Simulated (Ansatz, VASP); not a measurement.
# One calculation of C, two programs

Contents of INCAR:

```
  PREC = Accurate
  ENCUT = 520
  EDIFF = 1E-7
  ISMEAR = 0
  SIGMA = 0.05
  LREAL = F
  LASPH = T
  NELM = 80
  ALGO = Normal
  ISIF = 2
  LWAVE = F
  LCHARG = T
  GGA = PE
  IVDW = 12
  LELF = T
  LVHAR = T
  NBANDS = 31
```

File KPOINTS:

```
Automatic mesh
0
Gamma
  7 11 3
```

POSCAR

```
C
1.0
    0.0000000000      1.4231666446     -3.3613878322
   -2.4649969361      0.0000000000      0.0000000000
    2.2595805248     12.7903369058      3.2084315590
C
10
Direct
    0.3242513862      0.1993057136      0.6537880512
    0.7481972800      0.6460822900      0.0502715891
    0.8922108065      0.2843881459      0.2011507046
    0.0362243331      0.9226940018      0.3520298201
    0.1802378597      0.5609998577      0.5029089357
    0.7958162466      0.1922235659      0.1006075264
   -0.0601702269      0.8305294218      0.2514866419
    0.0838432997      0.4688352777      0.4023657575
    0.2278568262      1.1071411336      0.5532448730
    0.3718703528      0.7454469895      0.7041239885
```

Input for Ansatz:

```yaml
crystal:
  lattice:
    - [0.0, 1.4231666446, -3.3613878322]
    - [-2.4649969361, 0.0, 0.0]
    - [2.2595805248, 12.7903369058, 3.208431559]
  atoms:
    - { symbol: C, position: [0.3242513862, 0.1993057136, 0.6537880512] }
    - { symbol: C, position: [0.74819728, 0.64608229, 0.0502715891] }
    - { symbol: C, position: [0.8922108065, 0.2843881459, 0.2011507046] }
    - { symbol: C, position: [0.0362243331, 0.9226940018, 0.3520298201] }
    - { symbol: C, position: [0.1802378597, 0.5609998577, 0.5029089357] }
    - { symbol: C, position: [0.7958162466, 0.1922235659, 0.1006075264] }
    - { symbol: C, position: [-0.0601702269, 0.8305294218, 0.2514866419] }
    - { symbol: C, position: [0.0838432997, 0.4688352777, 0.4023657575] }
    - { symbol: C, position: [0.2278568262, 1.1071411336, 0.553244873] }
    - { symbol: C, position: [0.3718703528, 0.7454469895, 0.7041239885] }
basis:
  ecutwfc: 520.0
kpoints:
  mp_grid: { grid: [7, 11, 3] }
hamiltonian:
  xc: pbe
  dispersion: d3bj
scf:
  occupations: { method: gaussian, width: 0.05 }
output:
  forces: true
  stress: true
  eigenvalues: true
```

Alike in both runs: task single point; functional PBE; dispersion D3(BJ); k mesh 7 × 11 × 3; occupations gaussian, width 0.05 eV; no spin polarisation.

|  | VASP | Ansatz |
| --- | --- | --- |
| version | VASP 6.6.1 | Ansatz 0.2.0 |
| potentials or method | VASP PAW PBE potentials, release 64 (C), cutoff 520 eV | scalar-relativistic, plane waves, PAW |
| valence electrons in the cell | 40 | 40 |

|  | VASP | Ansatz | Ansatz less VASP |
| --- | --- | --- | --- |
| gap on the k mesh at the Fermi level (eV) | none | none | - |
| pressure (GPa) | 0.0 | -0.3 | -0.32 |
| traceless stress, the component that is largest in VASP (GPa) | 0.45 | 0.22 | -0.234 |
| rms of the force components (eV/Å) | 0.838 | 0.844 | +0.0059 |

Atom by atom the forces differ by 0.012 eV/Å (rms over components). A gap of «none» marks a metal or a gap that the smearing closes.
